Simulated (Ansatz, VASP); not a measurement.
**One calculation of Pt, two programs**

```xyz
2
Lattice="0.0000 -1.9850 -1.9850 0.0000 1.9850 -1.9850 3.9699 0.0000 0.0000" Properties=species:S:1:pos:R:3 pbc="T T T"
Pt    1.9850   -0.0714   -1.9850
Pt    0.0000    0.0714    0.0000
```

Change from the starting cell: mode 4 frozen in at -0.071 Å and mode 5 at +0.000 Å (largest displacements).

Alike in both runs: task single point; functional PBE; k mesh 16 × 16 × 12; occupations gaussian, width 0.15 eV; no spin polarisation.

|  | VASP | Ansatz |
| --- | --- | --- |
| version | VASP 6.6.1 | Ansatz 0.2.0 |
| potentials or method | VASP PAW PBE potentials, release 64 (Pt), cutoff 520 eV | scalar-relativistic, plane waves, PAW |
| valence electrons in the cell | 20 | 36 |

```csv
,VASP,Ansatz,Ansatz less VASP
gap on the k mesh at the Fermi level (eV),none,none,-
pressure (GPa),0.9,1.4,+0.47
"traceless stress, the component that is largest in VASP (GPa)",-1.27,-1.29,-0.022
rms of the force components (eV/Å),0.431,0.435,+0.0040
```

Atom by atom the forces differ by 0.004 eV/Å (rms over components). A gap of «none» marks a metal or a gap that the smearing closes. With one functional, cell and mesh, what is left measures potentials, basis and numerics. VASP's potentials hold 20 valence electrons a cell and Ansatz's 36, so a difference there can come from the potentials and not from the codes.

Neither program's run includes spin-orbit coupling.
